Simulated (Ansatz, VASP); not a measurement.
# V in VASP and in Ansatz

POSCAR

```
V
1.0
    0.0000000000      1.8979659745      1.8979659745
    1.8979659745      0.0000000000      1.8979659745
    1.8979659745      1.8979659745      0.0000000000
V
1
Direct
    0.0000000000      0.0000000000      0.0000000000
```

INCAR.step1

```
SYSTEM = V
  PREC = Accurate
  ENCUT = 520
  ISMEAR = 0
  SIGMA = 0.05
  LREAL = .FALSE.
  LASPH = .TRUE.
  NELM = 150
  ISPIN = 2
  MAGMOM = 0.05
  LMAXMIX = 4
  NBANDS = 16
  GGA = PE
  ALGO = Normal
  EDIFF = 1E-4
  LWAVE = .TRUE.
  LCHARG = .FALSE.
```

INCAR.step2

```
SYSTEM = V
  PREC = Accurate
  ENCUT = 520
  EDIFF = 1E-7
  ISMEAR = 0
  SIGMA = 0.05
  LREAL = .FALSE.
  LASPH = .TRUE.
  NELM = 150
  ALGO = Normal
  ISIF = 2
  LWAVE = .FALSE.
  LCHARG = .TRUE.
  ISPIN = 2
  MAGMOM = 0.05
  LORBIT = 11
  LMAXMIX = 4
  METAGGA = R2SCAN
  LMIXTAU = .TRUE.
  LELF = .TRUE.
  LVHAR = .TRUE.
  NBANDS = 16
  ISTART = 1
```

File KPOINTS:

```
regular mesh
0
G
  18 18 18
  0 0 0
```

Input for Ansatz:

```yaml
crystal:
  lattice:
    - [0.0, 1.8979659745, 1.8979659745]
    - [1.8979659745, 0.0, 1.8979659745]
    - [1.8979659745, 1.8979659745, 0.0]
  atoms:
    - { symbol: V, position: [0.0, 0.0, 0.0], spin: 0.05 }
basis:
  ecutwfc: 500
  ecutrho_ratio: 4
kpoints:
  mp_grid: { grid: [18, 18, 18] }
hamiltonian:
  xc: r2scan
scf:
  occupations: { method: gaussian, width: 0.05 }
output:
  forces: true
  stress: true
  eigenvalues: true
  populations: true
magnetization:
  spin_polarized: true
```

Alike in both runs: task single point; functional r2SCAN; k mesh 18 × 18 × 18; occupations gaussian, width 0.05 eV; collinear spin.

|  | VASP | Ansatz |
| --- | --- | --- |
| version | VASP 6.6.1 | Ansatz 0.2.0 |
| potentials or method | VASP PAW PBE potentials, release 64 (V_sv), cutoff 520 eV | scalar-relativistic, plane waves, PAW |
| valence electrons in the cell | 13 | 13 |

VASP gave:

- pressure (GPa): 1.3
- net moment per atom (μB): 0.00

Question: Estimate Ansatz's values.

Answer: Pressure (GPa): 0.7; net moment per atom (μB): 0.00.

VASP's potentials were made for PBE, not for r2SCAN. The functional is the same, so the differences come from potentials, cutoffs and numerics. Ansatz's warnings: seeded moment not kept, stability check not made.
